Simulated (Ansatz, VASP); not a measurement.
# TaN: VASP beside Ansatz

```xyz
2
Lattice="2.9065 0.0000 0.0000 -1.4533 2.5171 0.0000 0.0000 0.0000 2.8515" Properties=species:S:1:pos:R:3 pbc="T T T"
Ta    0.0000    0.0000    0.0000
N     0.0000    1.6781    1.4257
```

Alike in both runs: functional LDA; k mesh 18 × 18 × 14; occupations gaussian, width 0.1 eV; no spin polarisation.

Ansatz relaxed the structure, and its values are those at the end. VASP's run is a single point on that final structure, the one shown.

|  | VASP | Ansatz |
| --- | --- | --- |
| version | VASP 6.6.1 | Ansatz 0.2.0 |
| potentials or method | VASP PAW LDA potentials, release 64 (Ta_pv, N), cutoff 600 eV | scalar-relativistic, plane waves, PAW |
| valence electrons in the cell | 16 | 18 |

|  | VASP | Ansatz | Ansatz less VASP |
| --- | --- | --- | --- |
| gap on the k mesh at the Fermi level (eV) | none | none | - |
| pressure (GPa) | 2.0 | 0.0 | -1.99 |

Ansatz warns that its potentials were made for another functional, while VASP's fit it. LDA's correlation is that of Perdew and Zunger in VASP and of Perdew and Wang (1992) in Ansatz. A gap of «none» marks a metal or a gap that the smearing closes. VASP's potentials hold 16 valence electrons a cell and Ansatz's 18, so a difference there can come from the potentials and not from the codes.

Spin-orbit coupling is off throughout.
